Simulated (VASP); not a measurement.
Ta, 1 atom in the cell. It takes space group Fm-3m (No. 225, cubic). Conventional cell: a = 3.678 Å, b = 3.678 Å, c = 3.678 Å, α = 90.00°, β = 90.00°, γ = 90.00°. Within 3.4 Å of Ta (site symmetry m-3m) lie 12 Ta at 2.60 Å.  This cell differs from its parent crystal: volume scaled by 0.7.

```yaml
Program: VASP 6.6.1
Task: single point
Functional: LDA
Potentials_or_basis: VASP PAW LDA potentials, release 64 (Ta_pv)
Cutoff: 520 eV
k_mesh: 16 × 16 × 16
Occupations: fermi-dirac, width 0.1 eV
Spin: no spin polarisation
Dipole_correction: no
Further_INCAR_settings: ALGO = Normal; EDIFF = 1e-06; NBANDS = 12
```

Potentials or basis: VASP PAW LDA potentials, release 64 (Ta_pv).

Command:

```console
$ cat potpaw_LDA.64/Ta_pv/POTCAR > POTCAR
$ mpirun -np 1 vasp_std > vasp.out
```

Hardware: 1 thread of Intel(R) Xeon(R) 6975P-C (Granite Rapids), on a shared host.

Q: How long does it take, and how much memory?

A: Run time: 6.2 s on 1 thread of Intel(R) Xeon(R) 6975P-C (Granite Rapids), on a shared host, peak memory 0.13 GiB. Counts: scf iterations 11, k points 145.
